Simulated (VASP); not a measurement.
Wanted: the native input for a VASP 6.6.1 run.

```yaml
Task: single point
Functional: PBE
Potentials_or_basis: VASP PAW PBE potentials, release 64 (Nb_sv)
Cutoff: 520 eV
k_mesh: 13 × 13 × 6
Occupations: fermi-dirac, width 0.1 eV
Spin: non-collinear spin, zero start, spin-orbit coupling
Starting_moments: "[[0.0, 0.0, 0.0], [0.0, 0.0, 0.0]] μB"
Dipole_correction: no
Further_INCAR_settings: ALGO = Normal; EDIFF = 1e-06; NBANDS = 38
```

The structure of Nb lies in POSCAR:

```
Nb
1.0
    2.8701074230      0.0000000000      0.0000000000
   -1.4350537115      2.4855859399      0.0000000000
    0.0000000000      0.0000000000      5.2418368265
Nb
2
Direct
    0.3333333333      0.6666666667      0.2500000000
    0.6666666667      0.3333333333      0.7500000000
```

This isn't the form of Nb at room conditions, which is bcc.

One way to write it, as run:

INCAR

```
SYSTEM = Nb
PREC = Accurate
ENCUT = 520
EDIFF = 1E-6
ISMEAR = -1
SIGMA = 0.1
LREAL = .FALSE.
LASPH = .TRUE.
NELM = 150
ALGO = Normal
ISIF = 2
LWAVE = .FALSE.
LCHARG = .FALSE.
MAGMOM = 0 0 0 0 0 0
LORBIT = 11
LSORBIT = .TRUE.
GGA_COMPAT = .FALSE.
LORBMOM = .TRUE.
LMAXMIX = 4
GGA = PE
NBANDS = 38
```

KPOINTS

```
Automatic mesh
0
G
  13 13 6
  0 0 0
```

Potentials or basis: VASP PAW PBE potentials, release 64 (Nb_sv).

Command:

```bash
$ cat potpaw_PBE.64/Nb_sv/POTCAR > POTCAR
$ mpirun -np 1 vasp_ncl > vasp.out
```

Results of the run:

```
Pressure                                              : -0.6 GPa
Net moment                                            : 0.00 μB per cell
Valence electrons inside the program's atomic spheres : Nb 10.69
```

Wall time 3.6 min on 1 thread of Intel(R) Xeon(R) Platinum 8259CL CPU @ 2.50GHz (Skylake/Cascade Lake), on a shared host, peak memory 0.34 GiB.
